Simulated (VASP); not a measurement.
A run of VASP 6.6.1 is set up as follows.

File POSCAR:

```
Be4Te3S
1.0
    5.4655238772      0.0000000000      0.0000000000
    0.0000000000      5.4655238772      0.0000000000
    0.0000000000      0.0000000000      5.4655238772
S Be Te
1 4 3
Direct
    0.0000000000      0.0000000000      0.0000000000
    0.7679477863      0.7679477863      0.7679477863
    0.2320522137      0.2320522137      0.7679477863
    0.2320522137      0.7679477863      0.2320522137
    0.7679477863      0.2320522137      0.2320522137
    0.5000000000      0.5000000000      0.0000000000
    0.5000000000      0.0000000000      0.5000000000
    0.0000000000      0.5000000000      0.5000000000
```

File INCAR.step1:

```
SYSTEM = Be4Te3S
ALGO = Normal
EDIFF = 1E-4
ENCUT = 520
GGA = PE
ISMEAR = 0
LASPH = .True.
LCHARG = .False.
LREAL = .False.
LWAVE = .True.
NBANDS = 26
NELM = 60
PREC = Accurate
SIGMA = 0.01
```

INCAR.step2

```
SYSTEM = Be4Te3S
ALGO = Normal
EDIFF = 1E-6
ENCUT = 520
ISIF = 2
ISMEAR = 0
ISTART = 1
LASPH = .True.
LCHARG = .False.
LMIXTAU = .True.
LREAL = .False.
LWAVE = .False.
METAGGA = R2SCAN
NBANDS = 26
NELM = 60
PREC = Accurate
SIGMA = 0.01
```

File KPOINTS:

```
k-points
0
Gamma
  6 6 6
  0 0 0
```

Potentials or basis: VASP PAW PBE potentials, release 64 (S, Be, Te).

The run is started by

```bash
$ cat potpaw_PBE.64/S/POTCAR potpaw_PBE.64/Be/POTCAR potpaw_PBE.64/Te/POTCAR > POTCAR
$ cp INCAR.step1 INCAR
$ mpirun -np 1 vasp_std > vasp.out
$ cp INCAR.step2 INCAR
$ mpirun -np 1 vasp_std > vasp.out
```

(1) Predict the band gap on the k mesh.

(2) Predict the pressure.

(3) Predict the largest force.

Answers

(1) 2.26 eV, direct.

(2) 0.2 GPa.

(3) 0.012 eV/Å.

Caveat: the PAW data sets were made with another functional, which shifts forces and pressure a little; spin-orbit coupling is left out, which moves the levels of the heavy elements.
